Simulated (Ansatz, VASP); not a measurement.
One calculation of CaO, two programs

```xyz
2
Lattice="2.7636 0.0000 0.0000 0.0000 2.7636 0.0000 0.0000 0.0000 2.9032" Properties=species:S:1:pos:R:3 pbc="T T T"
Ca    0.0000    0.0000    0.0000
O     1.3818    1.3818    1.4516
```

Change from the starting cell: biaxial_xy strain -4.8%.

Alike in both runs: task single point; functional PBE; k mesh 8 × 8 × 8; occupations fermi-dirac, width 0.02 eV; no spin polarisation.

```csv
,VASP,Ansatz
version,VASP 6.6.1,Ansatz 0.2.0
potentials or method,"VASP PAW PBE potentials, release 64 (Ca_sv, O)","plane waves, PAW"
plane-wave cutoff (eV),520,420
valence electrons in the cell,16,16
```

```csv
,VASP,Ansatz,Ansatz less VASP
gap on the k mesh at the Fermi level (eV),2.50,2.52,+0.018
pressure (GPa),19.6,18.5,-1.08
"traceless stress, the component that is largest in VASP (GPa)",-14.40,-14.38,+0.021
```
